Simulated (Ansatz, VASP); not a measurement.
## One calculation of Co, two programs

File INCAR:

```
ALGO = Normal ; EDIFF = 1E-6
ENCUT = 520 ; GGA = PS
ISIF = 2 ; ISMEAR = -1
ISPIN = 2 ; LASPH = True
LCHARG = True ; LELF = True
LMAXMIX = 4 ; LORBIT = 11
LREAL = False ; LVHAR = True
LWAVE = False ; MAGMOM = 2 2
NBANDS = 20 ; NELM = 150
PREC = Accurate ; SIGMA = 0.05
```

Contents of KPOINTS:

```
k-points
0
Gamma
  19 19 10
```

The input POSCAR:

```
Co
1.0
    2.5684055861      0.0000000000      0.0000000000
   -1.2842027931      2.2243044849      0.0000000000
    0.0000000000      0.0000000000      4.1712360565
Co
2
Direct
    0.3333333333      0.6666666667      0.2500000000
    0.6666666667      0.3333333333      0.7500000000
```

Input for Ansatz:

```yaml
crystal:
  lattice:
    - [2.5684055861, 0.0, 0.0]
    - [-1.2842027931, 2.2243044849, 0.0]
    - [0.0, 0.0, 4.1712360565]
  atoms:
    - { symbol: Co, position: [0.3333333333, 0.6666666667, 0.25], spin: 2.0 }
    - { symbol: Co, position: [0.6666666667, 0.3333333333, 0.75], spin: 2.0 }
magnetization:
  spin_polarized: true
kpoints:
  mp_grid: { grid: [19, 19, 10] }
  band_path:
    path:
      - [0.0, 0.0, 0.0]
      - [0.5, 0.0, 0.0]
      - [0.3333333333, 0.3333333333, 0.0]
      - [0.0, 0.0, 0.0]
      - [0.0, 0.0, 0.5]
      - [0.5, 0.0, 0.5]
      - [0.3333333333, 0.3333333333, 0.5]
      - [0.0, 0.0, 0.5]
      - [0.5, 0.0, 0.5]
    npoints: 5
scf:
  occupations: { method: fermi_dirac, width: 0.05 }
hamiltonian:
  xc: pbesol
  pseudopotentials: { kind: all_electron, lapw: { basis_error: 0.0005 } }
output:
  forces: true
  stress: true
  eigenvalues: true
```

Change from the starting cell: volume scaled by 1.06.

Alike in both runs: task single point; functional PBEsol; k mesh 19 × 19 × 10; occupations fermi-dirac, width 0.05 eV; collinear spin.

|  | VASP | Ansatz |
| --- | --- | --- |
| version | VASP 6.6.1 | Ansatz 0.2.0 |
| potentials or method | VASP PAW PBE potentials, release 64 (Co), cutoff 520 eV | all-electron LAPW, scalar-relativistic |

Ansatz gave:

| Item | Value |
| --- | --- |
| pressure (GPa) | -24.3 |
| traceless stress, the component that is largest in VASP (GPa) | -0.40 |
| net moment per atom (μB) | 1.69 |
| size of the moment on the site where the two differ most (μB) | 1.74 |

**Question.** What did VASP give for the same quantities?

**Answer.** Pressure (GPa): -24.5; traceless stress, the component that is largest in VASP (GPa): -0.55; net moment per atom (μB): 1.68; size of the moment on the site where the two differ most (μB): 1.71.

VASP's potentials were made for PBE, not for PBEsol. Site moments also hang on the region over which each program counts them. Ansatz ran all-electron here, and VASP with PAW potentials.
